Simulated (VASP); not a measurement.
A run of VASP 6.6.1:

The input INCAR:

```
  PREC = Accurate
  ENCUT = 750
  EDIFF = 1E-6
  ISMEAR = -1
  SIGMA = 0.02
  LREAL = F
  LASPH = T
  NELM = 120
  ALGO = Normal
  ISIF = 2
  LWAVE = F
  LCHARG = F
  GGA = PS
  NBANDS = 13
  GGA_COMPAT = F
```

File KPOINTS:

```
Automatic mesh
0
Gamma
  6 6 6
```

The input POSCAR:

```
Li2Se
1.0
    0.0000000000      2.9724544915      2.9724544915
    2.9724544915      0.0000000000      2.9724544915
    2.9724544915      2.9724544915      0.0000000000
Li Se
2 1
Direct
    0.2500000000      0.2500000000      0.2500000000
    0.7500000000      0.7500000000      0.7500000000
    0.0000000000      0.0000000000      0.0000000000
```

Potentials or basis: VASP PAW PBE potentials, release 64 (Li_sv, Se).

The run is started by

```console
$ cat potpaw_PBE.64/Li_sv/POTCAR potpaw_PBE.64/Se/POTCAR > POTCAR
$ mpirun -np 1 vasp_std > vasp.out
```

Hardware: 1 thread of Intel(R) Xeon(R) 6975P-C (Granite Rapids), with other jobs on the host.

Problem. How long does it take, and how much memory?

Solution. Wall time 13 s on 1 thread of Intel(R) Xeon(R) 6975P-C (Granite Rapids), with other jobs on the host, peak memory 0.23 GiB. Counts: scf iterations 13, k points 16.
